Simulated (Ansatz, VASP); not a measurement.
## C: VASP beside Ansatz

Contents of INCAR:

```
PREC = Accurate
ENCUT = 520
EDIFF = 1E-7
ISMEAR = 0
SIGMA = 0.15
LREAL = False
LASPH = True
NELM = 60
ALGO = Normal
ISIF = 2
LWAVE = False
LCHARG = False
GGA = PE
IVDW = 12
NBANDS = 16
```

File KPOINTS:

```
regular mesh
0
Gamma
  18 12 10
```

File POSCAR:

```
C
1.0
   -2.4646600698      0.0000000000      0.0000000000
    0.0000000000      0.0000000000     -3.5719696368
    0.0000000000     -4.2689164642      0.0000000000
C
4
Direct
    0.5000000000      0.0000000000      0.1610446312
    0.0000000000      0.0000000000      0.6610446312
    0.0000000000      0.0000000000      0.3389553688
    0.5000000000      0.0000000000      0.8389553688
```

Input for Ansatz:

```yaml
crystal:
  lattice:
    - [-2.4646600698, 0.0, 0.0]
    - [0.0, 0.0, -3.5719696368]
    - [0.0, -4.2689164642, 0.0]
  atoms:
    - { symbol: C, position: [0.5, 0.0, 0.1610446312] }
    - { symbol: C, position: [0.0, 0.0, 0.6610446312] }
    - { symbol: C, position: [0.0, 0.0, 0.3389553688] }
    - { symbol: C, position: [0.5, 0.0, 0.8389553688] }
basis:
  ecutwfc: 520.0
kpoints:
  mp_grid: { grid: [18, 12, 10] }
hamiltonian:
  xc: pbe
  pseudopotentials: { kind: paw, azcp: { folder: soft_1 } }
  dispersion: d3bj
scf:
  occupations: { method: gaussian, width: 0.15 }
output:
  forces: true
  stress: true
  eigenvalues: true
  write_density: true
  write_potential: true
  elf: true
  volumetric_format: npy
```

Change from the starting cell: mode 8 frozen in at +0.000 Å and mode 12 at +0.024 Å (largest displacements).

Alike in both runs: task single point; functional PBE; dispersion D3(BJ); k mesh 18 × 12 × 10; occupations gaussian, width 0.15 eV; no spin polarisation.

|  | VASP | Ansatz |
| --- | --- | --- |
| version | VASP 6.6.1 | Ansatz 0.2.0 |
| potentials or method | VASP PAW PBE potentials, release 64 (C), cutoff 520 eV | scalar-relativistic, plane waves, PAW |
| valence electrons in the cell | 16 | 16 |

Ansatz gave:

```
gap on the k mesh at the Fermi level (eV)                     : none
pressure (GPa)                                                : 1.0
traceless stress, the component that is largest in VASP (GPa) : 5.50
rms of the force components (eV/Å)                            : 1.574
```

Problem. What did VASP give for the same quantities?

Solution. gap on the k mesh at the Fermi level (eV): none; pressure (GPa): 1.4; traceless stress, the component that is largest in VASP (GPa): 5.81; rms of the force components (eV/Å): 1.576.

Atom by atom the forces differ by 0.002 eV/Å (rms over components). A gap of «none» marks a metal or a gap that the smearing closes.
